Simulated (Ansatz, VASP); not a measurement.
# BP in VASP and in Ansatz

File INCAR:

```
SYSTEM = BP
PREC = Accurate
ENCUT = 500
EDIFF = 1E-6
ISMEAR = -1
SIGMA = 0.1
LREAL = .False.
LASPH = .True.
NELM = 120
ALGO = Normal
ISIF = 2
LWAVE = .False.
LCHARG = .False.
GGA = CA
NBANDS = 11
GGA_COMPAT = .False.
```

The input KPOINTS:

```
Automatic mesh
0
Gamma
  15 15 15
  0 0 0
```

Contents of POSCAR:

```
BP
1.0
    0.0000000000      2.1327757138      2.1327757138
    2.1327757138      0.0000000000      2.1327757138
    2.1327757138      2.1327757138      0.0000000000
B P
1 1
Direct
    0.0000000000      0.0000000000      0.0000000000
    0.5000000000      0.5000000000      0.5000000000
```

Input for Ansatz:

```yaml
crystal:
  lattice:
    - [0.0, 2.1327757138, 2.1327757138]
    - [2.1327757138, 0.0, 2.1327757138]
    - [2.1327757138, 2.1327757138, 0.0]
  atoms:
    - { symbol: B, position: [0.0, 0.0, 0.0] }
    - { symbol: P, position: [0.5, 0.5, 0.5] }
kpoints:
  mp_grid: { grid: [15, 15, 15] }
scf:
  occupations: { method: fermi_dirac, width: 0.1 }
hamiltonian:
  xc: lda
  pseudopotentials: { kind: all_electron, datasets: crystal }
output:
  forces: true
  stress: true
  eigenvalues: true
```

Change from the starting cell: volume scaled by 1, crystal datasets.

Alike in both runs: task single point; functional LDA; k mesh 15 × 15 × 15; occupations fermi-dirac, width 0.1 eV; no spin polarisation.

|  | VASP | Ansatz |
| --- | --- | --- |
| version | VASP 6.6.1 | Ansatz 0.2.0 |
| potentials or method | VASP PAW LDA potentials, release 64 (B, P), cutoff 500 eV | all-electron PAW with datasets made for the crystal, scalar-relativistic |

|  | VASP | Ansatz | Ansatz less VASP |
| --- | --- | --- | --- |
| pressure (GPa) | 0.0 | 0.0 | +0.04 |

LDA's correlation is that of Perdew and Zunger in VASP and of Perdew and Wang (1992) in Ansatz. Ansatz ran all-electron here, and VASP with PAW potentials.
